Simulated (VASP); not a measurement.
C, 2 atoms in the cell. Symmetry: R-3m, No. 166, trigonal system. The conventional cell has a = 2.445 Å, b = 2.445 Å, c = 9.912 Å, α = 90.00°, β = 90.00°, γ = 120.00°. Within 1.9 Å of C (site symmetry 3m) lie 3 C at 1.41 Å. 

| Quantity | Value |
| --- | --- |
| Program | VASP 6.6.1 |
| Task | single point |
| Functional | LDA |
| Potentials or basis | VASP PAW LDA potentials, release 64 (C) |
| Cutoff | 520 eV |
| k mesh | 12 × 12 × 12 |
| Occupations | gaussian, width 0.01 eV |
| Spin | no spin polarisation |
| Dipole correction | no |
| Further INCAR settings | ALGO = Normal; EDIFF = 1e-07; NBANDS = 11 |

Potentials or basis: VASP PAW LDA potentials, release 64 (C).

The run is started by

```console
$ cat potpaw_LDA.64/C/POTCAR > POTCAR
$ mpirun -np 1 vasp_std > vasp.out
```

Hardware: 1 thread of AMD EPYC 7R13 Processor (Zen 3), with other jobs on the host.

**Question.** Estimate the wall time of this run.

**Answer.** Run time: 35 s on 1 thread of AMD EPYC 7R13 Processor (Zen 3), on a shared host, peak memory 0.12 GiB. Counts: scf iterations 12, k points 189.
